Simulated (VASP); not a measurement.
# Si2N (P-3m1) in VASP: further runs

Si2N is run at these levels: PBE; tasks: single point, relaxation of cell and atoms.

Program: VASP 6.6.1. These are calculated values, not measurements. Logs are shortened: lines on timing, memory, paths and dates and some standing lists are left out, and cuts for length are marked.

## 1. The cell of the first run

Symmetry: P-3m1, No. 164, trigonal system. Conventional cell: a = 2.723 Å, b = 2.723 Å, c = 5.575 Å, α = 90.00°, β = 90.00°, γ = 120.00°. Si (site symmetry 3m) has 3 N at 2.06 Å within 2.7 Å. Within 2.7 Å of N (site symmetry -3m) lie 6 Si at 2.06 Å.

## 2. Single point, PBE

INCAR reads:

```
SYSTEM = Si2N
ALGO = Normal
EDIFF = 1E-6
ENCUT = 520
GGA = PE
ISIF = 2
ISMEAR = 0
LASPH = .TRUE.
LCHARG = .TRUE.
LELF = .TRUE.
LREAL = .FALSE.
LVHAR = .TRUE.
LWAVE = .FALSE.
NBANDS = 14
NELM = 100
PREC = Accurate
SIGMA = 0.1
```

KPOINTS reads:

```
k-points
0
G
  18 18 10
  0 0 0
```

POSCAR reads:

```
Si2N
1.0
    2.7231224421      0.0000000000      0.0000000000
   -1.3615612211      2.3582932125      0.0000000000
    0.0000000000      0.0000000000      5.5753550391
Si N
2 1
Direct
    0.6666666667      0.3333333333      0.7608269699
    0.3333333333      0.6666666667      0.2391730301
    0.0000000000      0.0000000000      0.0000000000
```

Potentials or basis: VASP PAW PBE potentials, release 64 (Si, N).

Launch:

```bash
$ cat potpaw_PBE.64/Si/POTCAR potpaw_PBE.64/N/POTCAR > POTCAR
$ mpirun -np 1 vasp_std > vasp.out
```

OUTCAR:

```text
SYSTEM = Si2N
   EDIFF = 1E-6
   ENCUT = 520
   GGA = PE
   ISIF = 2
   ISMEAR = 0
   LASPH = .TRUE.
   LREAL = .FALSE.
   NELM = 100
   PREC = Accurate

 ion  position               nearest neighbor table
   1  0.667  0.333  0.761-   3 2.06   3 2.06   3 2.06   2 3.10   2 3.10   2 3.10
   2  0.333  0.667  0.239-   3 2.06   3 2.06   3 2.06   1 3.10   1 3.10   1 3.10
   3  0.000  0.000  0.000-   1 2.06   2 2.06   1 2.06   2 2.06   1 2.06   2 2.06

  LATTYP: Found a hexagonal cell.
 ALAT       =     2.7231224421
 C/A-ratio  =     2.0474125412

  Lattice vectors:

 A1 = (   2.7231224421,   0.0000000000,   0.0000000000)
 A2 = (  -1.3615612211,   2.3582932125,   0.0000000000)
 A3 = (   0.0000000000,   0.0000000000,   5.5753550391)

Analysis of symmetry for initial positions (statically):
=====================================================================
 Subroutine PRICEL returns:
 Original cell was already a primitive cell.

 Routine SETGRP: Setting up the symmetry group for a
 hexagonal supercell.

 Subroutine GETGRP returns: Found 12 space group operations
 (whereof 12 operations were pure point group operations)
 out of a pool of 24 trial point group operations.

The static configuration has the point symmetry D_3d.

Analysis of symmetry for dynamics (positions and initial velocities):
=====================================================================
 Subroutine PRICEL returns:
 Original cell was already a primitive cell.

 Routine SETGRP: Setting up the symmetry group for a
 hexagonal supercell.

 Subroutine GETGRP returns: Found 12 space group operations
 (whereof 12 operations were pure point group operations)
 out of a pool of 24 trial point group operations.

The dynamic configuration has the point symmetry D_3d.

 Subroutine INISYM returns: Found 12 space group operations
 (whereof 12 operations are pure point group operations),
 and found     1 'primitive' translations

----------------------------------------------------------------------------------------

                                     Primitive cell

  volume of cell :      35.8045

  direct lattice vectors                    reciprocal lattice vectors
     2.723122442  0.000000000  0.000000000     0.367225500  0.212017741  0.000000000
    -1.361561221  2.358293213  0.000000000     0.000000000  0.424035482  0.000000000
     0.000000000  0.000000000  5.575355039     0.000000000  0.000000000  0.179360775

  length of vectors
     2.723122442  2.723122442  5.575355039     0.424035482  0.424035482  0.179360775

  position of ions in fractional coordinates (direct lattice)
     0.666666667  0.333333333  0.760826970
     0.333333333  0.666666667  0.239173030
     0.000000000  0.000000000  0.000000000

  ion indices of the primitive-cell ions
   primitive index   ion index
                 1           1
                 2           2
                 3           3

----------------------------------------------------------------------------------------

 KPOINTS: k-points

Automatic generation of k-mesh.
 Grid dimensions read from file:
 generate k-points for:   18   18   10

 Generating k-lattice:

  Cartesian coordinates                     Fractional coordinates (reciprocal lattice)
     0.020401417  0.011778763  0.000000000     0.055555556  0.000000000  0.000000000
     0.000000000  0.023557527  0.000000000     0.000000000  0.055555556  0.000000000
     0.000000000  0.000000000  0.017936077     0.000000000  0.000000000  0.100000000

  Length of vectors
     0.023557527  0.023557527  0.017936077

  Shift w.r.t. Gamma in fractional coordinates (k-lattice)
     0.000000000  0.000000000  0.000000000

 Subroutine IBZKPT returns following result:
 ===========================================

 Found    330 irreducible k-points:

 Following reciprocal coordinates:
            Coordinates               Weight
  0.000000  0.000000  0.000000      1.000000
  0.055556 -0.000000  0.000000      6.000000
  0.111111 -0.000000  0.000000      6.000000
  0.166667  0.000000  0.000000      6.000000
  0.222222  0.000000  0.000000      6.000000
  0.277778 -0.000000  0.000000      6.000000
[... 16 lines left out ...]
  0.333333  0.111111  0.000000     12.000000
  0.388889  0.111111  0.000000     12.000000
 [... further k-points ...]
   k-points           NKPTS =    330   k-points in BZ     NKDIM =    330   number of bands    NBANDS=     14
   number of dos      NEDOS =    301   number of ions     NIONS =      3
   total plane-waves  NPLWV =  16800
   dimension x,y,z NGX =    20 NGY =   20 NGZ =   42
   dimension x,y,z NGXF=    40 NGYF=   40 NGZF=   84
   ions per type =               2   1
   NGX,Y,Z   is equivalent  to a cutoff of  12.21, 12.21, 12.52 a.u.
   NGXF,Y,Z  is equivalent  to a cutoff of  24.42, 24.42, 25.05 a.u.
 SYSTEM =  Si2N
   PREC   = accura    normal or accurate (medium, high low for compatibility)
   ISTART =      0    job   : 0-new  1-cont  2-samecut
   ICHARG =      2    charge: 1-file 2-atom 10-const
   ISPIN  =      1    spin polarized calculation?
   LNONCOLLINEAR =      F non collinear calculations
   LSORBIT =      F    spin-orbit coupling
   LASPH  =      T    aspherical Exc in radial PAW
   ENCUT  =  520.0 eV  38.22 Ry    6.18 a.u.   5.06  5.06 10.37*2*pi/ulx,y,z
   NELM   =    100;   NELMIN=  2; NELMDL= -5     # of ELM steps
   EDIFF  = 0.1E-05   stopping-criterion for ELM
   LREAL  =      F    real-space projection
   EDIFFG = 0.1E-04   stopping-criterion for IOM
   NSW    =      0    number of steps for IOM
   IBRION =     -1    ionic relax: 0-MD 1-quasi-New 2-CG
   NFREE  =      0    steps in history (QN), initial steepest desc. (CG)
   ISIF   =      2    stress and relaxation
   ISYM   =      2    0-nonsym 1-usesym 2-fastsym
   POTIM  = 0.5000    time-step for ionic-motion
   TEBEG  =    0.0;   TEEND  =   0.0 temperature during run
   PSTRESS=    0.0 pullay stress
   NELECT =      13.0000    total number of electrons
   NUPDOWN=      -1.0000    fix difference up-down
   EMIN   =  10.00;   EMAX   =-10.00  energy-range for DOS
   EFERMI =   0.00;   METHOD = LEGACY
   ISMEAR =     0;   SIGMA  =   0.10  broadening in eV -4-tet -1-fermi 0-gaus
   EFERMI_NEDOS =   21; number of points for ismear=-14 and -15
   IALGO  =     38    algorithm
   IMIX   =      4    mixing-type and parameters
     AMIX     =   0.40;   BMIX     =  1.00
     AMIX_MAG =   1.60;   BMIX_MAG =  1.00
  volume/ion in A,a.u.               =      11.93        80.54
  Fermi-wavevector in a.u.,A,eV,Ry     =   1.167912  2.207034 18.558597  1.364018
  Thomas-Fermi vector in A             =   2.304406
   LORBIT       =      0    0 simple, 1 ext, 2 COOP (PROOUT), +10 PAW based schemes
   GGA     = PE    functional components
   LHFCALC =     F    Hartree Fock is set to
   AEXX    =    0.0000 exact exchange contribution
   IVDW    =     0    specifies the selected vdW correction
   LEPSILON=     F    determine dielectric tensor
   LRPA    =     F    only Hartree local field effects (RPA)
 non-spin polarized calculation
 Gauss-broadening in eV      SIGMA  =   0.10
  energy-cutoff  :      520.00
  volume of cell :       35.80
 maximum number of plane-waves:       999
   NGX = 11   NGY = 11   NGZ = 21

 number of electron      13.0000000 magnetization

 Free energy of the ion-electron system (eV)
  ---------------------------------------------------
  ext. energy  EPLUGINS =         0.00000000
  ---------------------------------------------------
  free energy    TOTEN  =       -17.83715794 eV

  energy without entropy =      -17.83434792  energy(sigma->0) =      -17.83575293

 E-fermi :   9.6740     XC(G=0): -11.3132

 val. band max:        9.6448645776   @ k =   0.2222   0.2222   0.5000
 cond. band min:       9.6752363345   @ k =   0.5000   0.0000   0.4000
 fundamental gap:      0.0303717569
 Fermi energy:         9.6739707832

 k-point     1 :       0.0000    0.0000    0.0000
  band No.  band energies     occupation
      1      -9.9788      2.00000
      2      -2.6322      2.00000
      3       0.1536      2.00000
      4       7.3782      2.00000
      5       7.3782      2.00000
      6       8.3458      2.00000
      7      11.6973      0.00000
      8      16.5334      0.00000
      9      17.9829      0.00000
     10      17.9829      0.00000
     11      18.8692      0.00000
     12      20.7405      0.00000
     13      20.7405      0.00000
     14      21.6240      0.00000

 k-point     2 :       0.0556   -0.0000    0.0000
  band No.  band energies     occupation
      1      -9.9162      2.00000
      2      -2.5589      2.00000
      3       0.2227      2.00000
      4       7.0319      2.00000
      5       7.3068      2.00000
      6       8.3759      2.00000
      7      11.8776      0.00000
      8      16.6709      0.00000
      9      17.3375      0.00000
     10      17.9881      0.00000
     11      18.5062      0.00000
     12      19.9707      0.00000
     13      19.9946      0.00000
     14      22.0806      0.00000

 k-point     3 :       0.1111   -0.0000    0.0000
  band No.  band energies     occupation
      1      -9.7301      2.00000
      2      -2.3400      2.00000
      3       0.4267      2.00000
      4       6.1648      2.00000
      5       7.1092      2.00000
      6       8.4565      2.00000
      7      12.2769      0.00000
      8      16.0343      0.00000
      9      16.9379      0.00000
     10      17.3528      0.00000
     11      17.9325      0.00000
     12      19.0914      0.00000
     13      19.3154      0.00000
     14      21.1009      0.00000

 k-point     4 :       0.1667    0.0000    0.0000
  band No.  band energies     occupation
      1      -9.4251      2.00000
      2      -1.9787      2.00000
      3       0.7498      2.00000
      4       5.0490      2.00000
      5       6.8269      2.00000
      6       8.5519      2.00000
      7      12.6760      0.00000
      8      14.6873      0.00000
      9      15.6013      0.00000
     10      17.3856      0.00000
     11      17.6525      0.00000
     12      18.4059      0.00000
     13      18.5205      0.00000
     14      20.4614      0.00000

 k-point     5 :       0.2222    0.0000    0.0000
  band No.  band energies     occupation
      1      -9.0104      2.00000
      2      -1.4812      2.00000
      3       1.1320      2.00000
      4       3.9075      2.00000
      5       6.5084      2.00000
      6       8.5739      2.00000
      7      12.7111      0.00000
      8      13.4067      0.00000
      9      14.4523      0.00000
     10      16.7026      0.00000
     11      17.1347      0.00000
[... 276 lines left out ...]
 k-point    22 :       0.2778    0.1111    0.0000
  band No.  band energies     occupation
      1      -7.7811      2.00000
      2       0.0549      2.00000
      3       0.7226      2.00000
      4       3.5601      2.00000
      5       4.9521      2.00000
      6       7.7523      2.00000
      7      10.8615      0.00000
      8      11.8544      0.00000
      9      13.8592      0.00000
     10      14.3858      0.00000
     11      15.1284      0.00000
     12      17.0075      0.00000
     13      19.3371      0.00000
     14      21.1560      0.00000

 k-point    23 :       0.3333    0.1111    0.0000
  band No.  band energies     occupation
      1      -7.2251      2.00000
      2      -0.1287      2.00000
      3       0.8399      2.00000
      4       4.1844      2.00000
      5       4.8134      2.00000
      6       6.8726      2.00000
      7       9.4049      1.99986
      8      11.5023      0.00000
      9      13.7892      0.00000
     10      14.1680      0.00000
     11      15.0631      0.00000
     12      17.2003      0.00000
     13      19.1237      0.00000
     14      20.9548      0.00000

 k-point    24 :       0.3889    0.1111    0.0000
  band No.  band energies     occupation
      1      -6.7796      2.00000
      2      -0.7864      2.00000
      3       1.5272      2.00000
      4       4.2814      2.00000
      5       5.5447      2.00000
      6       6.0341      2.00000
      7       7.9982      2.00000
      8      11.3577      0.00000
      9      13.6770      0.00000
     10      14.2573      0.00000
     11      14.8230      0.00000
     12      17.7106      0.00000
     13      18.9120      0.00000
     14      20.3981      0.00000

 [... further k-points ...]
[... 5 lines left out ...]
  --------------------------------------------------------------------------------------
  -------------------------------------------------------------------------------------
  Total        0.0105944      0.0105944     -0.0254638     -0.0000000      0.0000000     -0.0000000
  in kB        0.4740798      0.4740798     -1.1394539     -0.0000000      0.0000000     -0.0000000
  external PRESSURE =      -0.0637648 kB  Pullay stress =       0.0000000 kB

 VOLUME and BASIS-vectors are now :
 -----------------------------------------------------------------------------
  energy-cutoff  :      520.00
  volume of cell :       35.80
      direct lattice vectors                 reciprocal lattice vectors
     2.723122442  0.000000000  0.000000000     0.367225500  0.212017741  0.000000000
    -1.361561221  2.358293213  0.000000000     0.000000000  0.424035482  0.000000000
     0.000000000  0.000000000  5.575355039     0.000000000  0.000000000  0.179360775

 POSITION                                       TOTAL-FORCE (eV/Angst)
 -----------------------------------------------------------------------------------
      1.36156      0.78610      4.24188        -0.000000      0.000000      0.010688
     -0.00000      1.57220      1.33347         0.000000     -0.000000     -0.010688
      0.00000      0.00000      0.00000        -0.000000      0.000000      0.000000
 -----------------------------------------------------------------------------------
    total drift:                               -0.000000     -0.000000      0.000000

  FREE ENERGIE OF THE ION-ELECTRON SYSTEM (eV)
  ---------------------------------------------------
  free  energy   TOTEN  =       -17.8371579378 eV

  energy  without entropy=      -17.8343479181  energy(sigma->0) =      -17.83575293
```

It took 72 s on 1 thread of Intel Xeon Platinum 8488C (Sapphire Rapids), shared host; peak memory 0.25 GiB.

What came out:

```yaml
Free_energy: -17.8372 eV
Pressure: 0.0 GPa
Largest_force: 0.011 eV/Å
```

Forces in eV/Å, atoms in the order of the input:
```
Si   0.000  0.000  0.011
Si   0.000  0.000 -0.011
N    0.000  0.000  0.000
```

Stress tensor (GPa, compression positive):
```
 0.05  0.00  0.00
 0.00  0.05  0.00
 0.00  0.00 -0.11
```

[end of part 1 of 2]
